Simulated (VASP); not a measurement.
Wanted: the native input for a VASP 6.6.1 run.

```yaml
Task: single point
Functional: PBEsol
Potentials_or_basis: VASP PAW PBE potentials, release 64 (Cd)
Cutoff: 500 eV
k_mesh: 6 × 6 × 4
Occupations: gaussian, width 0.1 eV
Spin: no spin polarisation
Dipole_correction: no
Further_INCAR_settings: ALGO = Normal; EDIFF = 1e-06; NBANDS = 19
```

The structure of Cd lies in POSCAR:

```
Cd
1.0
    2.9788725081      0.0000000000      0.0000000000
   -1.4894362540      2.5797792666      0.0000000000
    0.0000000000      0.0000000000      5.6176500000
Cd
2
Direct
    0.3333333333      0.6666666667      0.2500000000
    0.6666666667      0.3333333333      0.7500000000
```

The input as run:

INCAR

```
PREC = Accurate ; ENCUT = 500
EDIFF = 1E-6 ; ISMEAR = 0
SIGMA = 0.1 ; LREAL = F
LASPH = T ; NELM = 120
ALGO = Normal ; ISIF = 2
LWAVE = F ; LCHARG = T
GGA = PS ; LELF = T
LVHAR = T ; NBANDS = 19
GGA_COMPAT = F
```

KPOINTS

```
regular mesh
0
Gamma
  6 6 4
```

Potentials or basis: VASP PAW PBE potentials, release 64 (Cd).

Launch:

```bash
$ cat potpaw_PBE.64/Cd/POTCAR > POTCAR
$ mpirun -np 1 vasp_std > vasp.out
```

It gave:

* Pressure: -0.2 GPa
* Band gap on the k mesh: zero (bands 12 and 13 overlap by 4.06 eV)

Caveat: the k points lie up to 0.41 Å⁻¹ apart, too coarse for converged energies and pressures of a metal; the PAW data sets were made with another functional, which shifts forces and pressure a little.

Wall time 13 s on 1 thread of Intel(R) Xeon(R) Platinum 8259CL CPU @ 2.50GHz (Skylake/Cascade Lake), on a shared host, peak memory 0.16 GiB.
